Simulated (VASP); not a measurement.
# Sn (I4_1/amd) in VASP: single point with PBEsol

Aim: the single point of Sn with PBEsol.

Program: VASP 6.6.1. These are calculated values, not measurements. Logs are shortened: lines on timing, memory, paths and dates and some standing lists are left out, and cuts for length are marked.

**1. The cell of the first run**

The structure is tetragonal, space group I4_1/amd (No. 141). The conventional cell has a = 4.626 Å, b = 4.626 Å, c = 6.836 Å, α = 90.00°, β = 90.00°, γ = 90.00°. Within 3.8 Å of Sn (site symmetry -4m2) lie 4 Sn at 2.88 Å.

**2. Single point, PBEsol (strain +0.0450 x Voigt [0, 1, 0, 0, 0, 0])**

INCAR

```
SYSTEM = Sn
PREC     = Accurate       ! precision mode
ENCUT    = 520            ! plane-wave cutoff, eV
EDIFF    = 1E-6           ! SCF threshold, eV
ISMEAR   = 0              ! smearing method
SIGMA    = 0.15           ! smearing width, eV
LREAL    = .False.        ! projectors in reciprocal space
LASPH    = .True.         ! aspherical terms in the spheres
NELM     = 60             ! most SCF steps
ALGO     = Fast           ! electronic algorithm
ISIF     = 2              ! what is computed and relaxed
LWAVE    = .False.        ! write WAVECAR
LCHARG   = .False.        ! write CHGCAR
GGA      = PS             ! functional
NBANDS   = 21             ! bands
```

KPOINTS

```
Automatic mesh
0
Gamma
  16 16 16
  0 0 0
```

POSCAR

```
Sn
1.0
    0.0000000000      3.4179643480      3.2707792804
    3.2707792804      0.0000000000      3.2707792804
    3.2707792804      3.4179643480      0.0000000000
Sn
2
Direct
    0.5000000000      0.5000000000      0.5000000000
    0.7500000000      0.7500000000      0.7500000000
```

Potentials or basis: VASP PAW PBE potentials, release 64 (Sn_d).

Run with:

```
$ cat potpaw_PBE.64/Sn_d/POTCAR > POTCAR
$ mpirun -np 1 vasp_std > vasp.out
```

OUTCAR:

```text
SYSTEM = Sn
   PREC = Accurate
   ENCUT = 520
   EDIFF = 1E-6
   ISMEAR = 0
   LREAL = .False.
   LASPH = .True.
   NELM = 60
   ISIF = 2
   GGA = PS

 ion  position               nearest neighbor table
   1  0.500  0.500  0.500-   2 2.88   2 2.88   2 2.88   2 2.88
   2  0.750  0.750  0.750-   1 2.88   1 2.88   1 2.88   1 2.88

  LATTYP: Found a body centered tetragonal cell.
 ALAT       =     4.6255804179
 C/A-ratio  =     1.4778531727

  Lattice vectors:

 A1 = (   0.0000000000,  -3.4179643480,   3.2707792804)
 A2 = (   0.0000000000,  -3.4179643480,  -3.2707792804)
 A3 = (   3.2707792804,   3.4179643480,   0.0000000000)

Analysis of symmetry for initial positions (statically):
=====================================================================
 Subroutine PRICEL returns:
 Original cell was already a primitive cell.

 Routine SETGRP: Setting up the symmetry group for a
 body centered tetragonal supercell.

 Subroutine GETGRP returns: Found 16 space group operations
 (whereof  8 operations were pure point group operations)
 out of a pool of 16 trial point group operations.

The static configuration has the point symmetry D_2d.
 The point group associated with its full space group is D_4h.

Analysis of symmetry for dynamics (positions and initial velocities):
=====================================================================
 Subroutine PRICEL returns:
 Original cell was already a primitive cell.

 Routine SETGRP: Setting up the symmetry group for a
 body centered tetragonal supercell.

 Subroutine GETGRP returns: Found 16 space group operations
 (whereof  8 operations were pure point group operations)
 out of a pool of 16 trial point group operations.

The dynamic configuration has the point symmetry D_2d.
 The point group associated with its full space group is D_4h.

 Subroutine INISYM returns: Found 16 space group operations
 (whereof  8 operations are pure point group operations),
 and found     1 'primitive' translations

----------------------------------------------------------------------------------------

                                     Primitive cell

  volume of cell :      73.1307

  direct lattice vectors                    reciprocal lattice vectors
     0.000000000  3.417964348  3.270779280    -0.152868768  0.146285903  0.152868768
     3.270779280  0.000000000  3.270779280     0.152868768 -0.146285903  0.152868768
     3.270779280  3.417964348  0.000000000     0.152868768  0.146285903 -0.152868768

  length of vectors
[... 81 lines left out ...]
   NELM   =     60;   NELMIN=  2; NELMDL= -5     # of ELM steps
   EDIFF  = 0.1E-05   stopping-criterion for ELM
   LREAL  =      F    real-space projection
   EDIFFG = 0.1E-04   stopping-criterion for IOM
   NSW    =      0    number of steps for IOM
   IBRION =     -1    ionic relax: 0-MD 1-quasi-New 2-CG
   NFREE  =      0    steps in history (QN), initial steepest desc. (CG)
   ISIF   =      2    stress and relaxation
   ISYM   =      2    0-nonsym 1-usesym 2-fastsym
   POTIM  = 0.5000    time-step for ionic-motion
   TEBEG  =    0.0;   TEEND  =   0.0 temperature during run
   PSTRESS=    0.0 pullay stress
   NELECT =      28.0000    total number of electrons
   NUPDOWN=      -1.0000    fix difference up-down
   EMIN   =  10.00;   EMAX   =-10.00  energy-range for DOS
   EFERMI =   0.00;   METHOD = LEGACY
   ISMEAR =     0;   SIGMA  =   0.15  broadening in eV -4-tet -1-fermi 0-gaus
   EFERMI_NEDOS =   21; number of points for ismear=-14 and -15
   IALGO  =     68    algorithm
   IMIX   =      4    mixing-type and parameters
     AMIX     =   0.40;   BMIX     =  1.00
     AMIX_MAG =   1.60;   BMIX_MAG =  1.00
  volume/ion in A,a.u.               =      36.57       246.76
  Fermi-wavevector in a.u.,A,eV,Ry     =   1.188760  2.246431 19.227077  1.413150
  Thomas-Fermi vector in A             =   2.324882
   LORBIT       =      0    0 simple, 1 ext, 2 COOP (PROOUT), +10 PAW based schemes
   GGA     = PS    functional components
   LHFCALC =     F    Hartree Fock is set to
   AEXX    =    0.0000 exact exchange contribution
   IVDW    =     0    specifies the selected vdW correction
   LEPSILON=     F    determine dielectric tensor
   LRPA    =     F    only Hartree local field effects (RPA)
 non-spin polarized calculation
 RMM-DIIS sequential band-by-band and
 Gauss-broadening in eV      SIGMA  =   0.15
  energy-cutoff  :      520.00
  volume of cell :       73.13
 maximum number of plane-waves:      1998
   NGX = 17   NGY = 17   NGZ = 17

 number of electron      28.0000003 magnetization

 Free energy of the ion-electron system (eV)
  ---------------------------------------------------
  ext. energy  EPLUGINS =         0.00000000
  ---------------------------------------------------
  free energy    TOTEN  =        -8.43997339 eV

  energy without entropy =       -8.43843884  energy(sigma->0) =       -8.43920611

 E-fermi :   4.8066     XC(G=0):  -8.7744

 val. band max:        4.7885622949   @ k =  -0.1250   0.0000   0.0625
 cond. band min:       4.8092794174   @ k =   0.3125   0.0000  -0.0000
 fundamental gap:      0.0207171225
 Fermi energy:         4.8066482871

 k-point     1 :       0.0000    0.0000    0.0000
  band No.  band energies     occupation
      1     -16.6849      2.00000
      2     -16.6849      2.00000
      3     -16.6722      2.00000
      4     -16.6307      2.00000
      5     -16.6279      2.00000
      6     -16.3860      2.00000
[... 565 lines left out ...]
     20      11.4346      0.00000
     21      12.1351      0.00000

 [... further k-points ...]

------------------------ aborting loop because EDIFF is reached ----------------------------------------

  FORCE on cell =-STRESS in cart. coord.  units (eV):
  Direction    XX          YY          ZZ          XY          YZ          ZX
  --------------------------------------------------------------------------------------
  -------------------------------------------------------------------------------------
  Total       -0.6009661     -1.2422193     -0.6009661      0.0000000      0.0000000      0.0000000
  in kB      -13.1662028    -27.2150329    -13.1662028      0.0000000      0.0000000      0.0000000
  external PRESSURE =     -17.8491462 kB  Pullay stress =       0.0000000 kB

 VOLUME and BASIS-vectors are now :
 -----------------------------------------------------------------------------
  energy-cutoff  :      520.00
  volume of cell :       73.13
      direct lattice vectors                 reciprocal lattice vectors
     0.000000000  3.417964348  3.270779280    -0.152868768  0.146285903  0.152868768
     3.270779280  0.000000000  3.270779280     0.152868768 -0.146285903  0.152868768
     3.270779280  3.417964348  0.000000000     0.152868768  0.146285903 -0.152868768

 POSITION                                       TOTAL-FORCE (eV/Angst)
 -----------------------------------------------------------------------------------
      3.27078      3.41796      3.27078        -0.000000     -0.000000     -0.000000
      4.90617      5.12695      4.90617         0.000000      0.000000      0.000000
 -----------------------------------------------------------------------------------
    total drift:                                0.000000      0.000000      0.000000

  FREE ENERGIE OF THE ION-ELECTRON SYSTEM (eV)
  ---------------------------------------------------
  free  energy   TOTEN  =        -8.4399733888 eV

  energy  without entropy=       -8.4384388382  energy(sigma->0) =       -8.43920611
```

stdout:

```text
POSCAR found type information on POSCAR Sn
 POSCAR found :  1 types and       2 ions
 scaLAPACK will be used
 -----------------------------------------------------------------------------
|                                                                             |
|                                                                             |
|     You enforced a specific xc type in the INCAR file but a different       |
|     I HOPE YOU KNOW WHAT YOU ARE DOING!                                     |
|                                                                             |
 -----------------------------------------------------------------------------

 LDA part: xc-table for (Slater+PW92), standard interpolation
 POSCAR, INCAR and KPOINTS ok, starting setup
 FFT: planning ... GRIDC
 FFT: planning ... GRID_SOFT
 FFT: planning ... GRID
 WAVECAR not read
 entering main loop
WARNING in EDDRMM: call to ZHEGV failed, returncode =   6  3     20
WARNING in EDDRMM: call to ZHEGV failed, returncode =   8  4     20
WARNING in EDDRMM: call to ZHEGV failed, returncode =   6  3     21
```

Wall time 6 min (1 thread of Intel Xeon Platinum 8259CL at 2.50GHz (Skylake/Cascade Lake), shared host); peak memory 0.52 GiB.

Results:

| Item | Value |
| --- | --- |
| Free energy | -8.4400 eV |
| Pressure | -1.8 GPa |
| Band gap on the k mesh | zero (band 14 reaches 4.98 eV, above the bottom of band 15 at 4.59 eV) |

Caveat: the cell differs from its parent crystal (strain +0.0450 x Voigt [0, 1, 0, 0, 0, 0]); the PAW data sets were made with another functional, which shifts forces and pressure a little; spin-orbit coupling is left out, which moves the levels of the heavy elements.
